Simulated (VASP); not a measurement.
# Rh in VASP: a series of runs

The runs below take Rh through single point, with r2SCAN.

All numbers are computed with VASP 6.6.1; they aren't measurements. Logs are shortened: lines on timing, memory, paths and dates and some standing lists are left out, and cuts for length are marked.

## Step 1: The cell of the first run

The cell holds a slab with vacuum, 5 atoms: a = 2.688 Å, b = 2.688 Å, c = 24.777 Å, α = 90.00°, β = 90.00°, γ = 120.00°.

## Step 2: Single point, r2SCAN

Contents of POSCAR:

```
Rh
1.0
    2.6875107702      0.0000000000      0.0000000000
   -1.3437553851      2.3274526000      0.0000000000
    0.0000000000      0.0000000000     24.7774000000
Rh
5
Direct
    0.8333333333      0.1666666667      0.3247329720
    0.1666666667      0.8333333333      0.4116068306
    0.5000000000      0.5000000000      0.5000000012
    0.8333333333      0.1666666667      0.5883931688
    0.1666666667      0.8333333333      0.6752670274
```

Contents of INCAR.step1:

```
PREC = Accurate ; ENCUT = 440
ISMEAR = -1 ; SIGMA = 0.08
LREAL = F ; LASPH = T
NELM = 120 ; LDIPOL = T
IDIPOL = 3 ; DIPOL = 0.5 0.5 0.500
EFIELD = -0.3 ; NBANDS = 46
GGA = PE ; ALGO = Normal
EDIFF = 1E-5 ; LWAVE = T
LCHARG = F ; GGA_COMPAT = F
NELMDL = -8
```

Contents of INCAR.step2:

```
PREC = Accurate ; ENCUT = 440
EDIFF = 1E-6 ; ISMEAR = -1
SIGMA = 0.08 ; LREAL = F
LASPH = T ; NELM = 120
ALGO = Normal ; ISIF = 2
LWAVE = F ; LCHARG = T
LDIPOL = T ; IDIPOL = 3
DIPOL = 0.5 0.5 0.500 ; METAGGA = R2SCAN
LMIXTAU = T ; LELF = T
LVHAR = T ; LVACPOTAV = T
EFIELD = -0.3 ; NBANDS = 46
ISTART = 1 ; GGA_COMPAT = F
```

Contents of KPOINTS:

```
regular mesh
0
Gamma
  15 15 1
```

Potentials or basis: VASP PAW PBE potentials, release 64 (Rh_pv).

The run is started by

```
cat potpaw_PBE.64/Rh_pv/POTCAR > POTCAR
cp INCAR.step1 INCAR
mpirun -np 1 vasp_std > vasp.out
cp INCAR.step2 INCAR
mpirun -np 1 vasp_std > vasp.out
```

OUTCAR:

```text
PREC = Accurate
   ENCUT = 440
   EDIFF = 1E-6
   ISMEAR = -1
   LREAL = F
   LASPH = T
   NELM = 120
   ISIF = 2
   METAGGA = R2SCAN
   ISTART = 1

 ion  position               nearest neighbor table
   1  0.833  0.167  0.325-   2 2.65   2 2.65   2 2.65
   2  0.167  0.833  0.412-   1 2.65   1 2.65   1 2.65   3 2.68   3 2.68   3 2.68
   3  0.500  0.500  0.500-   4 2.68   4 2.68   4 2.68   2 2.68   2 2.68   2 2.68
   4  0.833  0.167  0.588-   5 2.65   5 2.65   5 2.65   3 2.68   3 2.68   3 2.68
   5  0.167  0.833  0.675-   4 2.65   4 2.65   4 2.65

  LATTYP: Found a hexagonal cell.
 ALAT       =     2.6875107702
 C/A-ratio  =     9.2194607273

  Lattice vectors:

 A1 = (   2.6875107702,   0.0000000000,   0.0000000000)
 A2 = (  -1.3437553851,   2.3274526000,   0.0000000000)
 A3 = (   0.0000000000,   0.0000000000,  24.7774000000)

Analysis of symmetry for initial positions (statically):
=====================================================================
 Subroutine PRICEL returns:
 Original cell was already a primitive cell.

 Routine SETGRP: Setting up the symmetry group for a
 hexagonal supercell.

 Subroutine GETGRP returns: Found 12 space group operations
 (whereof  4 operations were pure point group operations)
 out of a pool of 24 trial point group operations.

The static configuration has the point symmetry C_2h.
 The point group associated with its full space group is D_3d.

Analysis of symmetry for dynamics (positions and initial velocities):
=====================================================================
 An external electric field (EFIELD) may reduce the allowed symmetry operations
 Subroutine PRICEL returns:
 Original cell was already a primitive cell.

 Routine SETGRP: Setting up the symmetry group for a
 hexagonal supercell.

 Subroutine GETGRP returns: Found  6 space group operations
 (whereof  2 operations were pure point group operations)
 out of a pool of 24 trial point group operations.

The dynamic configuration has the point symmetry C_1h.
 The point group associated with its full space group is C_3v.

 Subroutine INISYM returns: Found  6 space group operations
 (whereof  2 operations are pure point group operations),
 and found     1 'primitive' translations

----------------------------------------------------------------------------------------

                                     Primitive cell

  volume of cell :     154.9840

  direct lattice vectors                    reciprocal lattice vectors
     2.687510770  0.000000000  0.000000000     0.372091532  0.214827146  0.000000000
    -1.343755385  2.327452600  0.000000000     0.000000000  0.429654292  0.000000000
     0.000000000  0.000000000 24.777400000     0.000000000  0.000000000  0.040359360

  length of vectors
     2.687510770  2.687510770 24.777400000     0.429654292  0.429654292  0.040359360

  position of ions in fractional coordinates (direct lattice)
     0.833333333  0.166666667  0.324732972
     0.166666667  0.833333333  0.411606831
     0.500000000  0.500000000  0.500000001
     0.833333333  0.166666667  0.588393169
     0.166666667  0.833333333  0.675267027

  ion indices of the primitive-cell ions
   primitive index   ion index
                 1           1
                 2           2
                 3           3
                 4           4
                 5           5

----------------------------------------------------------------------------------------

 KPOINTS: regular mesh

Automatic generation of k-mesh.
 Grid dimensions read from file:
 generate k-points for:   15   15    1

 Generating k-lattice:

  Cartesian coordinates                     Fractional coordinates (reciprocal lattice)
     0.024806102  0.014321810  0.000000000     0.066666667  0.000000000  0.000000000
     0.000000000  0.028643619  0.000000000     0.000000000  0.066666667  0.000000000
     0.000000000  0.000000000  0.040359360     0.000000000  0.000000000  1.000000000

  Length of vectors
     0.028643619  0.028643619  0.040359360

  Shift w.r.t. Gamma in fractional coordinates (k-lattice)
     0.000000000  0.000000000  0.000000000

 Subroutine IBZKPT returns following result:
 ===========================================

 Found     27 irreducible k-points:

 Following reciprocal coordinates:
            Coordinates               Weight
  0.000000  0.000000  0.000000      1.000000
  0.066667  0.000000  0.000000      6.000000
  0.133333  0.000000  0.000000      6.000000
  0.200000 -0.000000  0.000000      6.000000
  0.266667  0.000000  0.000000      6.000000
  0.333333  0.000000  0.000000      6.000000
[... 16 lines left out ...]
  0.333333  0.200000  0.000000     12.000000
  0.400000  0.200000  0.000000      6.000000
 [... further k-points ...]
   k-points           NKPTS =     27   k-points in BZ     NKDIM =     27   number of bands    NBANDS=     46
   number of dos      NEDOS =    301   number of ions     NIONS =      5
   total plane-waves  NPLWV =  58320
   dimension x,y,z NGX =    18 NGY =   18 NGZ =  180
   dimension x,y,z NGXF=    36 NGYF=   36 NGZF=  360
   ions per type =               5
   NGX,Y,Z   is equivalent  to a cutoff of  11.13, 11.13, 12.08 a.u.
   NGXF,Y,Z  is equivalent  to a cutoff of  22.27, 22.27, 24.15 a.u.
 SYSTEM =  unknown system
   PREC   = accura    normal or accurate (medium, high low for compatibility)
   ISTART =      1    job   : 0-new  1-cont  2-samecut
   ICHARG =      0    charge: 1-file 2-atom 10-const
   ISPIN  =      1    spin polarized calculation?
   LNONCOLLINEAR =      F non collinear calculations
   LSORBIT =      F    spin-orbit coupling
   LASPH  =      T    aspherical Exc in radial PAW
   ENCUT  =  440.0 eV  32.34 Ry    5.69 a.u.   4.60  4.60 42.38*2*pi/ulx,y,z
   NELM   =    120;   NELMIN=  2; NELMDL=  0     # of ELM steps
   EDIFF  = 0.1E-05   stopping-criterion for ELM
   LREAL  =      F    real-space projection
   EDIFFG = 0.1E-04   stopping-criterion for IOM
   NSW    =      0    number of steps for IOM
   IBRION =     -1    ionic relax: 0-MD 1-quasi-New 2-CG
   NFREE  =      0    steps in history (QN), initial steepest desc. (CG)
   ISIF   =      2    stress and relaxation
   ISYM   =      2    0-nonsym 1-usesym 2-fastsym
   POTIM  = 0.5000    time-step for ionic-motion
   TEBEG  =    0.0;   TEEND  =   0.0 temperature during run
   PSTRESS=    0.0 pullay stress
   NELECT =      75.0000    total number of electrons
   NUPDOWN=      -1.0000    fix difference up-down
   EMIN   =  10.00;   EMAX   =-10.00  energy-range for DOS
   EFERMI =   0.00;   METHOD = LEGACY
   ISMEAR =    -1;   SIGMA  =   0.08  broadening in eV -4-tet -1-fermi 0-gaus
   EFERMI_NEDOS =   21; number of points for ismear=-14 and -15
   IALGO  =     38    algorithm
   IMIX   =      4    mixing-type and parameters
     AMIX     =   0.40;   BMIX     =  1.00
     AMIX_MAG =   1.60;   BMIX_MAG =  1.00
  volume/ion in A,a.u.               =      31.00       209.18
  Fermi-wavevector in a.u.,A,eV,Ry     =   1.285286  2.428838 22.476269  1.651959
  Thomas-Fermi vector in A             =   2.417429
   LORBIT       =      0    0 simple, 1 ext, 2 COOP (PROOUT), +10 PAW based schemes
   METAGGA = R2SCAN    functional components
   LHFCALC =     F    Hartree Fock is set to
   AEXX    =    0.0000 exact exchange contribution
   IVDW    =     0    specifies the selected vdW correction
   LEPSILON=     F    determine dielectric tensor
   LRPA    =     F    only Hartree local field effects (RPA)
 non-spin polarized calculation
  energy-cutoff  :      440.00
  volume of cell :      154.98
 maximum number of plane-waves:      3286
   NGX =  9   NGY =  9   NGZ = 85

 number of electron      75.0000041 magnetization

 dipolmoment           0.000000      0.000000     -0.125181 electrons x Angstroem

 Free energy of the ion-electron system (eV)
  ---------------------------------------------------
  ext. energy  EPLUGINS =         0.00000000
  ---------------------------------------------------
  free energy    TOTEN  =      -119.03606874 eV

  energy without entropy =     -118.88001152  energy(sigma->0) =     -118.95804013

 E-fermi :   2.3373     XC(G=0):  -7.3977

 val. band max:        2.3305019651   @ k =   0.2667   0.2667   0.0000
 cond. band min:       2.3384364609   @ k =   0.4000  -0.0000   0.0000
 fundamental gap:      0.0079344958
 Fermi energy:         2.3373401740

 k-point     1 :       0.0000    0.0000    0.0000
  band No.  band energies     occupation
      1     -46.2109      2.00000
      2     -45.9889      2.00000
      3     -45.6753      2.00000
      4     -45.5899      2.00000
      5     -45.5899      2.00000
      6     -45.5715      2.00000
[... 38 lines left out ...]
     45       2.8662      0.00269
     46       3.5359      0.00000

 k-point     2 :       0.0667    0.0000    0.0000
  band No.  band energies     occupation
      1     -46.2019      2.00000
      2     -45.9858      2.00000
      3     -45.6879      2.00000
      4     -45.6160      2.00000
      5     -45.5976      2.00000
      6     -45.5868      2.00000
[... 38 lines left out ...]
     45       3.6212      0.00000
     46       4.4546      0.00000

 k-point     3 :       0.1333    0.0000    0.0000
  band No.  band energies     occupation
      1     -46.1762      2.00000
      2     -45.9794      2.00000
      3     -45.7409      2.00000
      4     -45.6874      2.00000
      5     -45.6189      2.00000
      6     -45.6152      2.00000
[... 38 lines left out ...]
     45       4.6340      0.00000
     46       5.7243      0.00000

 k-point     4 :       0.2000   -0.0000    0.0000
  band No.  band energies     occupation
      1     -46.1391      2.00000
      2     -45.9790      2.00000
      3     -45.8383      2.00000
      4     -45.7929      2.00000
      5     -45.6815      2.00000
      6     -45.6499      2.00000
[... 920 lines left out ...]
     45       9.3386      0.00000
     46      10.8988      0.00000

 k-point    23 :       0.3333    0.2000    0.0000
  band No.  band energies     occupation
      1     -46.1675      2.00000
      2     -46.1110      2.00000
      3     -46.1017      2.00000
      4     -45.9464      2.00000
      5     -45.8696      2.00000
      6     -45.8507      2.00000
[... 38 lines left out ...]
     45      10.0043      0.00000
     46      11.2845      0.00000

 k-point    24 :       0.4000    0.2000    0.0000
  band No.  band energies     occupation
      1     -46.1803      2.00000
      2     -46.1200      2.00000
      3     -46.1115      2.00000
      4     -45.9373      2.00000
      5     -45.8883      2.00000
      6     -45.8604      2.00000
[... 38 lines left out ...]
     45       9.2428      0.00000
     46      11.0583      0.00000

 [... further k-points ...]
[... 5 lines left out ...]
  --------------------------------------------------------------------------------------
  -------------------------------------------------------------------------------------
  Total       -2.0743357     -2.0743357      0.2811291      0.0000000      0.0000000      0.0000000
  in kB      -21.4438537    -21.4438537      2.9062273      0.0000000      0.0000000      0.0000000
  external PRESSURE =     -13.3271600 kB  Pullay stress =       0.0000000 kB

 VOLUME and BASIS-vectors are now :
 -----------------------------------------------------------------------------
  energy-cutoff  :      440.00
  volume of cell :      154.98
      direct lattice vectors                 reciprocal lattice vectors
     2.687510770  0.000000000  0.000000000     0.372091532  0.214827146  0.000000000
    -1.343755385  2.327452600  0.000000000     0.000000000  0.429654292  0.000000000
     0.000000000  0.000000000 24.777400000     0.000000000  0.000000000  0.040359360

 POSITION                                       TOTAL-FORCE (eV/Angst)
 -----------------------------------------------------------------------------------
      2.01563      0.38791      8.04604        -0.000000      0.000000     -0.055490
     -0.67188      1.93954     10.19855         0.000000     -0.000000     -0.003550
      0.67188      1.16373     12.38870        -0.000000      0.000000      0.009398
      2.01563      0.38791     14.57885        -0.000000      0.000000      0.000233
     -0.67188      1.93954     16.73136        -0.000000      0.000000      0.049410
 -----------------------------------------------------------------------------------
    total drift:                                0.000000     -0.000000      0.000052

  FREE ENERGIE OF THE ION-ELECTRON SYSTEM (eV)
  ---------------------------------------------------
  free  energy   TOTEN  =      -119.0360687365 eV

  energy  without entropy=     -118.8800115250  energy(sigma->0) =     -118.95804013
```

Run time: 41 min. Hardware: 1 thread of Intel Xeon 8259CL, shared host; peak memory 0.3 GiB.

What came out:

* Free energy: -119.0361 eV
* Largest force: 0.055 eV/Å
* Band gap on the k mesh: zero (an odd number of electrons rules out a gap without spin polarisation)

Forces in eV/Å, atoms in the order of the input:
```
Rh   0.000  0.000 -0.055
Rh   0.000  0.000 -0.004
Rh   0.000  0.000  0.009
Rh   0.000  0.000  0.000
Rh   0.000  0.000  0.049
```

Levels at points of the mesh, in eV from the Fermi level:
```
           k point  band 35  band 36  band 37  band 38  band 39  band 40
(0.00, 0.00, 0.00)    -1.10    -1.10    -1.01    -1.01    -0.54    -0.54
```

Caveat: the PAW data sets were made with another functional, which shifts forces and pressure a little.

## Step 3: Single point, r2SCAN

POSCAR is that of step 2.

Contents of INCAR.step1:

```
PREC     = Accurate       # precision mode
ENCUT    = 440            # plane-wave cutoff, eV
ISMEAR   = -1             # smearing method
SIGMA    = 0.08           # smearing width, eV
LREAL    = F              # projectors in reciprocal space
LASPH    = T              # aspherical terms in the spheres
NELM     = 120            # most SCF steps
LDIPOL   = T            
IDIPOL   = 3            
DIPOL    = 0.5 0.5 0.500
NBANDS   = 46             # bands
GGA      = PE             # functional
ALGO     = Normal         # electronic algorithm
EDIFF    = 1E-5           # SCF threshold, eV
LWAVE    = T              # write WAVECAR
LCHARG   = F              # write CHGCAR
GGA_COMPAT= F            
NELMDL   = -8
```

Contents of INCAR.step2:

```
PREC     = Accurate       # precision mode
ENCUT    = 440            # plane-wave cutoff, eV
EDIFF    = 1E-6           # SCF threshold, eV
ISMEAR   = -1             # smearing method
SIGMA    = 0.08           # smearing width, eV
LREAL    = F              # projectors in reciprocal space
LASPH    = T              # aspherical terms in the spheres
NELM     = 120            # most SCF steps
ALGO     = Normal         # electronic algorithm
ISIF     = 2              # what is computed and relaxed
LWAVE    = F              # write WAVECAR
LCHARG   = T              # write CHGCAR
LDIPOL   = T            
IDIPOL   = 3            
DIPOL    = 0.5 0.5 0.500
METAGGA  = R2SCAN         # meta-GGA
LMIXTAU  = T            
LELF     = T              # ELF
LVHAR    = T            
LVACPOTAV= T            
NBANDS   = 46             # bands
ISTART   = 1            
GGA_COMPAT= F
```

Contents of KPOINTS:

```
Automatic mesh
0
Gamma
  15 15 1
```

Potentials or basis: VASP PAW PBE potentials, release 64 (Rh_pv).

The run is started by

```
cat potpaw_PBE.64/Rh_pv/POTCAR > POTCAR
cp INCAR.step1 INCAR
mpirun -np 1 vasp_std > vasp.out
cp INCAR.step2 INCAR
mpirun -np 1 vasp_std > vasp.out
```

It took 19 min on 1 thread of Intel Xeon 8259CL, shared host; peak memory 0.3 GiB.

Results (log left out):

```yaml
Free_energy: -119.0173 eV
Largest_force: 0.051 eV/Å
Band_gap_on_the_k_mesh: zero (an odd number of electrons rules out a gap without spin polarisation)
```

Forces in eV/Å, atoms in the order of the input:
```
Rh   0.000  0.000 -0.051
Rh   0.000  0.000 -0.002
Rh   0.000  0.000  0.000
Rh   0.000  0.000  0.002
Rh   0.000  0.000  0.051
```

Levels at points of the mesh, in eV from the Fermi level:
```csv
k point,band 33,band 34,band 35,band 36,band 37,band 38,band 39,band 40,band 41,band 42
"(0.00, 0.00, 0.00)",-2.53,-1.41,-1.10,-1.10,-1.01,-1.01,-0.54,-0.54,0.15,0.15
```

Caveat: the PAW data sets were made with another functional, which shifts forces and pressure a little.

## Step 4: Single point, r2SCAN

POSCAR is that of step 3.

Contents of INCAR.step1:

```
SYSTEM = Rh
ALGO = Normal
EDIFF = 1E-5
ENCUT = 440
GGA = PE
GGA_COMPAT = .False.
ISMEAR = -1
LASPH = .True.
LCHARG = .False.
LREAL = .False.
LWAVE = .True.
NBANDS = 46
NELM = 120
NELMDL = -8
PREC = Accurate
SIGMA = 0.08
```

Contents of INCAR.step2:

```
SYSTEM = Rh
ALGO = Normal
EDIFF = 1E-6
ENCUT = 440
GGA_COMPAT = .False.
ISIF = 2
ISMEAR = -1
ISTART = 1
LASPH = .True.
LCHARG = .False.
LMIXTAU = .True.
LREAL = .False.
LWAVE = .False.
METAGGA = R2SCAN
NBANDS = 46
NELM = 120
PREC = Accurate
SIGMA = 0.08
```

Contents of KPOINTS:

```
k-points
0
Gamma
  15 15 1
  0 0 0
```

The run is started by

```
cat potpaw_PBE.64/Rh_pv/POTCAR > POTCAR
cp INCAR.step1 INCAR
mpirun -np 1 vasp_std > vasp.out
cp INCAR.step2 INCAR
mpirun -np 1 vasp_std > vasp.out
```

Run time: 22 min. Hardware: 1 thread of Intel Xeon 8259CL, shared host; peak memory 0.3 GiB.

Results (log left out):

```
Free energy            : -119.0173 eV
Largest force          : 0.051 eV/Å
Band gap on the k mesh : zero (an odd number of electrons rules out a gap without spin polarisation)
```

Forces on the atoms (eV/Å):
```
Rh   0.000  0.000 -0.051
Rh   0.000  0.000 -0.002
Rh   0.000  0.000  0.000
Rh   0.000  0.000  0.002
Rh   0.000  0.000  0.051
```

Levels at points of the mesh, in eV from the Fermi level:
```csv
k point,band 33,band 34,band 35,band 36,band 37,band 38,band 39,band 40,band 41,band 42
"(0.00, 0.00, 0.00)",-2.53,-1.41,-1.10,-1.10,-1.01,-1.01,-0.54,-0.54,0.15,0.15
```

Caveat: the PAW data sets were made with another functional, which shifts forces and pressure a little.

## Step 5: Overview

| dipole correction | electric field (eV/Å) | gap on the mesh (eV) | largest force (eV/Å) |
| --- | --- | --- | --- |
| yes | -0.3 eV/Å | none | 0.06 |
| yes | - | none | 0.05 |
| no | - | none | 0.05 |

Alike in all rows: task single point; level r2SCAN; potentials or basis VASP PAW PBE potentials, release 64 (Rh_pv); no spin polarisation; cell as given; k mesh 15 × 15 × 1; cutoff (eV) 440; smearing fermi-dirac 0.08 eV.

Caveats: the PAW data sets were made with another functional, which shifts forces and pressure a little.

Absolute energies hang on the potentials; compare differences alone.
